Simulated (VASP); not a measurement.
Here is a VASP 6.6.1 calculation.

INCAR

```
  ALGO = Normal
  EDIFF = 1E-6
  ENCUT = 520
  ISIF = 2
  ISMEAR = -1
  LASPH = True
  LCHARG = False
  LREAL = False
  LWAVE = False
  NBANDS = 7
  NELM = 60
  PREC = Accurate
  SIGMA = 0.1
```

File KPOINTS:

```
k-points
0
Gamma
  15 15 15
```

File POSCAR:

```
Be
1.0
    2.1322732914     -0.0000000118     -0.0000000204
   -0.7107577527      2.0103265422     -0.0000000204
   -0.7107577527     -1.0051632416      1.7409938725
Be
1
Direct
    0.0000000000      0.0000000000      0.0000000000
```

Potentials or basis: VASP PAW LDA potentials, release 64 (Be).

Command:

```sh
$ cat potpaw_LDA.64/Be/POTCAR > POTCAR
$ mpirun -np 1 vasp_std > vasp.out
```

Predict the band gap on the k mesh.

zero (band 1 reaches 11.24 eV, above the bottom of band 2 at 6.69 eV).

Predict the pressure.

0.4 GPa.
